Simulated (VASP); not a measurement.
Write the native input for VASP 6.6.1 that does the following.

```
Task                   : single point
Functional             : PBE
Potentials or basis    : VASP PAW PBE potentials, release 64 (Sb, Te, O)
Cutoff                 : 520 eV
k mesh                 : 3 × 3 × 2
Occupations            : gaussian, width 0.15 eV
Spin                   : no spin polarisation
Dipole correction      : no
Further INCAR settings : ALGO = Normal; EDIFF = 1e-06; NBANDS = 29
```

The structure of Sb2Te2O3 lies in POSCAR:

```
Sb2Te2O3
1.0
    4.8384774234      0.0000000031      0.0000000000
   -2.4192387144      4.1902443628      0.0000000000
    0.0000000000      0.0000000000      8.5525560861
Sb Te O
2 2 3
Direct
    0.3333333333      0.6666666667      0.2725976696
    0.3333333333      0.6666666667      0.7274023304
    0.0000000000      0.0000000000      0.0000000000
    0.6666666667      0.3333333333      0.0000000000
    0.3333333333      0.6666666667      0.5000000000
    0.6666666667      0.3333333333      0.2547912133
    0.6666666667      0.3333333333      0.7452087867
```

The cell was generated, and may not be a known phase.

One way to write it, as run:

INCAR

```
SYSTEM = Sb2Te2O3
PREC = Accurate ; ENCUT = 520
EDIFF = 1E-6 ; ISMEAR = 0
SIGMA = 0.15 ; LREAL = .False.
LASPH = .True. ; NELM = 100
ALGO = Normal ; ISIF = 2
LWAVE = .False. ; LCHARG = .False.
GGA = PE ; NBANDS = 29
```

KPOINTS

```
regular mesh
0
Gamma
  3 3 2
  0 0 0
```

Potentials or basis: VASP PAW PBE potentials, release 64 (Sb, Te, O).

Command:

```bash
$ cat potpaw_PBE.64/Sb/POTCAR potpaw_PBE.64/Te/POTCAR potpaw_PBE.64/O/POTCAR > POTCAR
$ mpirun -np 1 vasp_std > vasp.out
```

Results of the run:

The pressure is 0.1 GPa and the largest force is 0.060 eV/Å. The band gap on the k mesh is zero (bands 20 and 21 overlap by 0.95 eV).

Caveat: the k points lie up to 0.50 Å⁻¹ apart, too coarse for converged energies and pressures of a metal; spin-orbit coupling is left out, which moves the levels of the heavy elements.

Wall time 25 s on 1 thread of Intel(R) Xeon(R) 6975P-C (Granite Rapids), with other jobs on the host, peak memory 0.27 GiB.
